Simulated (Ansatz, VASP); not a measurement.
Two plane-wave programs on In

INCAR

```
PREC = Accurate
ENCUT = 520
EDIFF = 1E-6
ISMEAR = 0
SIGMA = 0.1
LREAL = False
LASPH = True
NELM = 60
ALGO = Fast
ISIF = 2
LWAVE = False
LCHARG = False
GGA = PE
NBANDS = 12
```

KPOINTS

```
Automatic mesh
0
Gamma
  16 16 16
```

File POSCAR:

```
In
1.0
   -1.5349534800      1.5349534800      2.3502844155
    1.8318274800     -1.8318274800      2.7405604155
    1.4696147730      1.7664887730     -2.5454224155
In
1
Direct
    0.0000000000      0.0000000000      0.0000000000
```

Input for Ansatz:

```yaml
crystal:
  lattice:
    - [-1.53495348, 1.53495348, 2.3502844155]
    - [1.83182748, -1.83182748, 2.7405604155]
    - [1.469614773, 1.766488773, -2.5454224155]
  atoms:
    - { symbol: In, position: [0.0, 0.0, 0.0] }
basis:
  ecutwfc: 420
kpoints:
  mp_grid: { grid: [16, 16, 16] }
hamiltonian:
  xc: pbe
scf:
  occupations: { method: gaussian, width: 0.1 }
output:
  forces: true
  stress: true
  eigenvalues: true
```

Alike in both runs: task single point; functional PBE; k mesh 16 × 16 × 16; occupations gaussian, width 0.1 eV; no spin polarisation.

```csv
,VASP,Ansatz
version,VASP 6.6.1,Ansatz 0.2.0
potentials or method,"VASP PAW PBE potentials, release 64 (In_d), cutoff 520 eV","scalar-relativistic, plane waves, PAW"
valence electrons in the cell,13,13
```

Ansatz gave:

| Item | Value |
| --- | --- |
| gap on the k mesh at the Fermi level (eV) | none |
| pressure (GPa) | 0.3 |
| traceless stress, the component that is largest in VASP (GPa) | -0.74 |

Task: What did VASP give for the same quantities?

Result: gap on the k mesh at the Fermi level (eV): none; pressure (GPa): 0.3; traceless stress, the component that is largest in VASP (GPa): -0.75.

A gap of «none» marks a metal or a gap that the smearing closes. The functional is the same, so the differences come from potentials, cutoffs and numerics.
